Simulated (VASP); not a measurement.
A run of VASP 6.6.1:

The input INCAR:

```
ALGO = Normal
EDIFF = 1E-8
ENCUT = 520
GGA = CA
IBRION = 8
ISIF = 2
ISMEAR = -1
LASPH = T
LCHARG = T
LREAL = F
LWAVE = F
NELM = 60
NSW = 1
PREC = Accurate
SIGMA = 0.15
```

The input KPOINTS:

```
k-points
0
Gamma
  14 14 14
```

The input POSCAR:

```
ZrS
1.0
    0.0000000000      2.5286722077      2.5286722077
    2.5286722077      0.0000000000      2.5286722077
    2.5286722077      2.5286722077      0.0000000000
Zr S
1 1
Direct
    0.0000000000      0.0000000000      0.0000000000
    0.5000000000      0.5000000000      0.5000000000
```

Potentials or basis: VASP PAW LDA potentials, release 64 (Zr_sv, S).

Launch:

```console
$ cat potpaw_LDA.64/Zr_sv/POTCAR potpaw_LDA.64/S/POTCAR > POTCAR
$ mpirun -np 1 vasp_std > vasp.out
```

Hardware: 1 thread of Intel(R) Xeon(R) Platinum 8259CL CPU @ 2.50GHz (Skylake/Cascade Lake) (shared host).

Q: Estimate the wall time of this run.

A: It took 8.1 min on 1 thread of Intel(R) Xeon(R) Platinum 8259CL CPU @ 2.50GHz (Skylake/Cascade Lake), with other jobs on the host, peak memory 0.37 GiB. Counts: scf iterations 51, k points 104.
